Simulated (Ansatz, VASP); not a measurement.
# ZnSe in VASP and in Ansatz

```xyz
2
Lattice="0.0000 2.8665 2.8665 2.8665 0.0000 2.8665 2.8665 2.8665 0.0000" Properties=species:S:1:pos:R:3 pbc="T T T"
Zn    0.0000    0.0000    0.0000
Se    1.4332    1.4332    1.4332
```

Alike in both runs: task single point; functional PBE; k mesh 8 × 8 × 8; occupations gaussian, width 0.05 eV; no spin polarisation.

```csv
,VASP,Ansatz
version,VASP 6.6.1,Ansatz 0.2.0
potentials or method,"VASP PAW PBE potentials, release 64 (Zn, Se), cutoff 520 eV","scalar-relativistic, plane waves, PAW"
valence electrons in the cell,18,28
```

|  | VASP | Ansatz | Ansatz less VASP |
| --- | --- | --- | --- |
| gap on the k mesh at the Fermi level (eV) | 1.15 | 1.15 | -0.001 |
| least direct gap on the mesh (eV) | 1.15 | 1.15 | -0.001 |
| pressure (GPa) | 0.2 | 0.0 | -0.21 |

The functional is the same, so the differences come from potentials, cutoffs and numerics. VASP's potentials hold 18 valence electrons a cell and Ansatz's 28, so a difference there can come from the potentials and not from the codes.
